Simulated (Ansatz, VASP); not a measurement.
**FeSi: VASP beside Ansatz**

```
CELL_PARAMETERS angstrom
2.67247 0.00000 0.00000
0.00000 2.67247 0.00000
0.00000 0.00000 2.67247
ATOMIC_POSITIONS crystal
Fe 0.50000 0.50000 0.50000
Si 0.00000 0.00000 0.00000
```

Alike in both runs: task single point; functional LDA; k mesh 16 × 16 × 16; occupations gaussian, width 0.05 eV; no spin polarisation.

|  | VASP | Ansatz |
| --- | --- | --- |
| version | VASP 6.6.1 | Ansatz 0.2.0 |
| potentials or method | VASP PAW LDA potentials, release 64 (Fe_sv, Si), cutoff 600 eV | scalar-relativistic, plane waves, PAW |
| valence electrons in the cell | 20 | 20 |

```csv
,VASP,Ansatz,Ansatz less VASP
gap on the k mesh at the Fermi level (eV),none,none,-
pressure (GPa),10.1,11.9,+1.82
```

LDA's correlation is that of Perdew and Zunger in VASP and of Perdew and Wang (1992) in Ansatz. A gap of «none» marks a metal or a gap that the smearing closes.
